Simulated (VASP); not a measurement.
## Al: single point with PBE+D3(BJ)

Al:

```xyz
1
Lattice="0.0000 1.9914 2.1407 1.9914 0.0000 2.1407 1.9914 1.9914 0.0000" Properties=species:S:1:pos:R:3 pbc="T T T"
Al    0.0000    0.0000    0.0000
```

This cell differs from its parent crystal: strain +0.0750 x Voigt [0, 0, 1, 0, 0, 0].

* Program: VASP 6.6.1
* Task: single point
* Functional: PBE
* Dispersion: D3(BJ)
* Potentials or basis: VASP PAW PBE potentials, release 64 (Al)
* Cutoff: 520 eV
* k mesh: 26 × 26 × 26
* Occupations: gaussian, width 0.15 eV
* Spin: no spin polarisation

- Pressure: -5.0 GPa
- Dispersion energy per atom: -0.326 eV

Stress tensor (GPa, compression positive):
```
-3.80  0.00  0.00
 0.00 -3.80  0.00
 0.00  0.00 -7.46
```

Levels at points of the mesh, in eV from the Fermi level:
| k point | band 1 | band 2 | band 3 | band 4 | band 5 | band 6 |
| --- | --- | --- | --- | --- | --- | --- |
| (0.00, 0.00, 0.00) | -10.94 | 11.99 | 12.79 | 12.79 | 13.70 | 13.70 |
| (0.50, 0.00, 0.00) | -4.48 | -4.33 | 10.02 | 10.39 | 12.01 | 12.15 |
| (0.50, 0.50, 0.00) | -3.48 | -2.57 | 5.80 | 6.35 | 6.35 | 9.71 |
| (0.50, 0.00, 0.50) | -2.51 | -1.10 | 4.81 | 5.04 | 5.34 | 8.36 |

Run time: 60 s on 1 thread of Intel(R) Xeon(R) Platinum 8559C (Emerald Rapids) (shared host), peak memory 0.27 GiB.

Caveat: the cell differs from its parent crystal (strain +0.0750 x Voigt [0, 0, 1, 0, 0, 0]); pairwise dispersion overbinds metals, which lowers pressure and volume.
